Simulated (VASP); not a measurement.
# ZnO (P6_3mc) in VASP: notebook, part 2 of 2

VASP 6.6.1. The steps go on from the part before.

## 5. Single point, PBE (strain +0.080 along x and y, -0.080 along z)

INCAR

```
PREC = Accurate ; ENCUT = 520
EDIFF = 1E-6 ; ISMEAR = 0
SIGMA = 0.05 ; LREAL = False
LASPH = True ; NELM = 80
ALGO = Normal ; ISIF = 2
LWAVE = False ; LCHARG = False
GGA = PE ; NBANDS = 26
```

KPOINTS

```
regular mesh
0
Gamma
  12 12 6
```

POSCAR

```
ZnO
1.0
    3.5418333468      0.0000000000      0.0000000000
   -1.7709166734      3.0673176543      0.0000000000
    0.0000000000      0.0000000000      4.8696800256
Zn O
2 2
Direct
    0.3333333333      0.6666666667      0.0015026881
    0.6666666667      0.3333333333      0.5015026881
    0.3333333333      0.6666666667      0.3805973119
    0.6666666667      0.3333333333      0.8805973119
```

Potentials or basis: VASP PAW PBE potentials, release 64 (Zn, O).

Command:

```
$ cat potpaw_PBE.64/Zn/POTCAR potpaw_PBE.64/O/POTCAR > POTCAR
$ mpirun -np 1 vasp_std > vasp.out
```

OUTCAR:

```text
PREC = Accurate
   ENCUT = 520
   EDIFF = 1E-6
   ISMEAR = 0
   LREAL = False
   LASPH = True
   NELM = 80
   ISIF = 2
   GGA = PE

 ion  position               nearest neighbor table
   1  0.333  0.667  0.002-   3 1.85   4 2.13   4 2.13   4 2.13
   2  0.667  0.333  0.502-   4 1.85   3 2.13   3 2.13   3 2.13
   3  0.333  0.667  0.381-   1 1.85   2 2.13   2 2.13   2 2.13
   4  0.667  0.333  0.881-   2 1.85   1 2.13   1 2.13   1 2.13

  LATTYP: Found a hexagonal cell.
[... 897 lines left out ...]
  FORCE on cell =-STRESS in cart. coord.  units (eV):
  Direction    XX          YY          ZZ          XY          YZ          ZX
  --------------------------------------------------------------------------------------
  -------------------------------------------------------------------------------------
  Total       -4.2211698     -4.2211698      5.8250798      0.0000000      0.0000000      0.0000000
  in kB     -127.8368614   -127.8368614    176.4107969      0.0000000      0.0000000      0.0000000
  external PRESSURE =     -26.4209753 kB  Pullay stress =       0.0000000 kB

 VOLUME and BASIS-vectors are now :
 -----------------------------------------------------------------------------
  energy-cutoff  :      520.00
  volume of cell :       52.90
      direct lattice vectors                 reciprocal lattice vectors
     3.541833347  0.000000000  0.000000000     0.282339654  0.163008875  0.000000000
    -1.770916673  3.067317654  0.000000000     0.000000000  0.326017750  0.000000000
     0.000000000  0.000000000  4.869680026     0.000000000  0.000000000  0.205352301

 POSITION                                       TOTAL-FORCE (eV/Angst)
 -----------------------------------------------------------------------------------
     -0.00000      2.04488      0.00732        -0.000000     -0.000000     -1.657357
      1.77092      1.02244      2.44216         0.000000     -0.000000     -1.657357
     -0.00000      2.04488      1.85339         0.000000     -0.000000      1.657357
      1.77092      1.02244      4.28823        -0.000000      0.000000      1.657357
 -----------------------------------------------------------------------------------
    total drift:                                0.000000      0.000001      0.001976

  FREE ENERGIE OF THE ION-ELECTRON SYSTEM (eV)
  ---------------------------------------------------
  free  energy   TOTEN  =       -17.2817166759 eV

  energy  without entropy=      -17.2817166759  energy(sigma->0) =      -17.28171668
```

OSZICAR:

```text
N       E                     dE             d eps       ncg     rms          rms(c)
DAV:   1     0.294821090040E+03    0.29482E+03   -0.18102E+04  3984   0.195E+03
DAV:   2     0.118512965387E+02   -0.28297E+03   -0.26559E+03  4234   0.403E+02
DAV:   3    -0.200577339212E+02   -0.31909E+02   -0.31437E+02  4334   0.138E+02
DAV:   4    -0.207132210508E+02   -0.65549E+00   -0.65385E+00  4308   0.204E+01
DAV:   5    -0.207165611558E+02   -0.33401E-02   -0.33399E-02  4232   0.150E+00    0.140E+01
DAV:   6    -0.171211569444E+02    0.35954E+01   -0.71356E+00  6342   0.669E+01    0.819E+00
DAV:   7    -0.173287013415E+02   -0.20754E+00   -0.32120E+00  4114   0.180E+01    0.499E+00
DAV:   8    -0.173345811129E+02   -0.58798E-02   -0.59440E-01  5234   0.724E+00    0.172E+00
DAV:   9    -0.172792902674E+02    0.55291E-01   -0.11390E-01  5608   0.651E+00    0.320E-01
DAV:  10    -0.172814427136E+02   -0.21524E-02   -0.33425E-02  4024   0.149E+00    0.106E-01
DAV:  11    -0.172817485412E+02   -0.30583E-03   -0.12792E-03  4300   0.842E-01    0.806E-02
DAV:  12    -0.172817026286E+02    0.45913E-04   -0.40596E-04  5610   0.573E-01    0.175E-02
DAV:  13    -0.172817208027E+02   -0.18174E-04   -0.74207E-05  4074   0.967E-02    0.183E-02
DAV:  14    -0.172817169190E+02    0.38837E-05   -0.17767E-05  4496   0.362E-02    0.286E-03
DAV:  15    -0.172817166759E+02    0.24315E-06   -0.67585E-07  2852   0.122E-02
   1 F= -.17281717E+02 E0= -.17281717E+02  d E =-.260808E-15
```

stdout:

```text
POSCAR found type information on POSCAR ZnO
 POSCAR found :  2 types and       4 ions
 scaLAPACK will be used
 LDA part: xc-table for (Slater+PW92), standard interpolation
 POSCAR, INCAR and KPOINTS ok, starting setup
 FFT: planning ... GRIDC
 FFT: planning ... GRID_SOFT
 FFT: planning ... GRID
 WAVECAR not read
 entering main loop
```

Run time: 69 s. Hardware: 1 thread of Intel Xeon Platinum 8259CL at 2.50GHz (Skylake/Cascade Lake), shared host; peak memory 0.22 GiB.

Results:

```yaml
Free_energy: -17.2817 eV
Pressure: -2.6 GPa
Largest_force: 1.657 eV/Å
Band_gap_on_the_k_mesh: 0.64 eV
```

Forces in eV/Å, atoms in the order of the input:
```
Zn   0.000  0.000 -1.657
Zn   0.000  0.000 -1.657
O    0.000  0.000  1.657
O    0.000  0.000  1.657
```

Levels at points of the mesh, in eV from the valence-band top:
```
           k point  band 15  band 16  band 17  band 18  band 19  band 20  band 21  band 22
(0.00, 0.00, 0.00)    -1.16    -0.10    -0.10     0.00     0.64     4.46     9.29    11.17
(0.50, 0.00, 0.00)    -2.49    -2.38    -1.06    -0.55     5.02     6.42     6.98     8.44
(0.00, 0.00, 0.50)    -0.60    -0.60    -0.60    -0.60     3.42     3.42    10.95    10.95
(0.50, 0.00, 0.50)    -1.38    -1.38    -0.75    -0.75     5.62     5.62     7.54     7.54
```

Caveat: the cell differs from its parent crystal (strain +0.080 along x and y, -0.080 along z); the stress differs along the axes, from -13 to 18 GPa; semilocal functionals underestimate gaps, and a narrow one can read as zero; forces of over 1 eV/Å act on the atoms, so gaps and moduli don't describe the material at rest.

## 6. Single point, PBE (strain +0.000 along x and y, +0.080 along z)

INCAR

```
SYSTEM = ZnO
ALGO = Normal
EDIFF = 1E-6
ENCUT = 520
GGA = PE
ISIF = 2
ISMEAR = 0
LASPH = .True.
LCHARG = .False.
LREAL = .False.
LWAVE = .False.
NBANDS = 26
NELM = 80
PREC = Accurate
SIGMA = 0.05
```

KPOINTS

```
k-points
0
Gamma
  12 12 6
  0 0 0
```

POSCAR

```
ZnO
1.0
    3.2794753211      0.0000000000      0.0000000000
   -1.6397376605      2.8401089392      0.0000000000
    0.0000000000      0.0000000000      5.7165808996
Zn O
2 2
Direct
    0.3333333333      0.6666666667      0.0015026881
    0.6666666667      0.3333333333      0.5015026881
    0.3333333333      0.6666666667      0.3805973119
    0.6666666667      0.3333333333      0.8805973119
```

Potentials or basis: VASP PAW PBE potentials, release 64 (Zn, O).

Command:

```
$ cat potpaw_PBE.64/Zn/POTCAR potpaw_PBE.64/O/POTCAR > POTCAR
$ mpirun -np 1 vasp_std > vasp.out
```

Wall time 55 s (1 thread of Intel Xeon Platinum 8259CL at 2.50GHz (Skylake/Cascade Lake), shared host); peak memory 0.23 GiB.

The run converged. Its results:

* Free energy: -17.6790 eV
* Pressure: -6.8 GPa
* Largest force: 0.196 eV/Å
* Band gap on the k mesh: 0.50 eV

Forces on the atoms (eV/Å):
```
Zn   0.000  0.000  0.196
Zn   0.000  0.000  0.196
O    0.000  0.000 -0.196
O    0.000  0.000 -0.196
```

Stress tensor (GPa, compression positive):
```
 -3.17   0.00   0.00
  0.00  -3.17   0.00
  0.00   0.00 -13.98
```

Levels at points of the mesh, in eV from the valence-band top:
```csv
k point,band 14,band 15,band 16,band 17,band 18,band 19,band 20,band 21,band 22,band 23
"(0.00, 0.00, 0.00)",-0.52,-0.52,-0.27,0.00,0.00,0.50,4.89,7.16,11.98,12.91
"(0.50, 0.00, 0.00)",-3.40,-2.50,-1.75,-1.22,-0.80,5.27,6.68,6.91,7.88,9.57
"(0.00, 0.00, 0.50)",-2.40,-0.26,-0.26,-0.26,-0.26,3.01,3.01,9.05,9.05,13.19
"(0.50, 0.00, 0.50)",-3.69,-1.41,-1.41,-1.26,-1.26,5.29,5.29,7.78,7.78,10.70
```

Caveat: the cell differs from its parent crystal (strain +0.000 along x and y, +0.080 along z); the stress differs along the axes, from -14 to -3 GPa; semilocal functionals underestimate gaps, and a narrow one can read as zero.

## 7. The runs side by side

```csv
cell,gap on the mesh (eV),pressure (GPa),largest force (eV/Å)
"a = 3.411, b = 3.411, c = 4.870 Å, angles 90.0, 90.0, 120.0°, 4 atoms",0.74,4.7,1.58
"a = 3.411, b = 3.411, c = 5.081 Å, angles 90.0, 90.0, 120.0°, 4 atoms",0.68,-2.6,0.69
"a = 3.279, b = 3.279, c = 5.505 Å, angles 90.0, 90.0, 120.0°, 4 atoms",0.61,-3.6,0.19
"a = 3.542, b = 3.542, c = 4.870 Å, angles 90.0, 90.0, 120.0°, 4 atoms",0.64,-2.6,1.66
"a = 3.279, b = 3.279, c = 5.717 Å, angles 90.0, 90.0, 120.0°, 4 atoms",0.50,-6.8,0.20
```

Alike in all rows: task single point; level PBE; potentials or basis VASP PAW PBE potentials, release 64 (Zn, O); no spin polarisation; k mesh 12 × 12 × 6; cutoff (eV) 520; smearing gaussian 0.05 eV.

Caveats: semilocal functionals underestimate gaps, and a narrow one can read as zero; forces of over 1 eV/Å act on the atoms, so gaps and moduli don't describe the material at rest (at least some runs); the stress differs along the axes, from -5 to 25 GPa (at least some runs); the stress differs along the axes, from -8 to 8 GPa (at least some runs); the stress differs along the axes, from -8 to -1 GPa (at least some runs); the stress differs along the axes, from -13 to 18 GPa (at least some runs); the stress differs along the axes, from -14 to -3 GPa (at least some runs).

Absolute energies hang on the potentials; compare differences alone.
